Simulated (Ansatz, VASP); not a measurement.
**BP in VASP and in Ansatz**

```
B P
1.0
     0.00000    2.46990    2.46990
     2.46990    0.00000    2.46990
     2.46990    2.46990    0.00000
B P
1 1
Direct
  0.00000 0.00000 0.00000
  0.25000 0.25000 0.25000
```

Alike in both runs: task single point; functional HSE06; k mesh 6 × 6 × 6; occupations gaussian, width 0.05 eV; no spin polarisation.

|  | VASP | Ansatz |
| --- | --- | --- |
| version | VASP 6.6.1 | Ansatz 0.2.0 |
| potentials or method | VASP PAW PBE potentials, release 64 (B, P), cutoff 520 eV | scalar-relativistic, plane waves, PAW |
| valence electrons in the cell | 8 | 8 |

|  | VASP | Ansatz | Ansatz less VASP |
| --- | --- | --- | --- |
| gap on the k mesh at the Fermi level (eV) | 2.34 | 2.34 | +0.001 |
| least direct gap on the mesh (eV) | 4.02 | 4.03 | +0.003 |

Ansatz's warnings: stress exchange threshold loose, stress scf threshold loose.
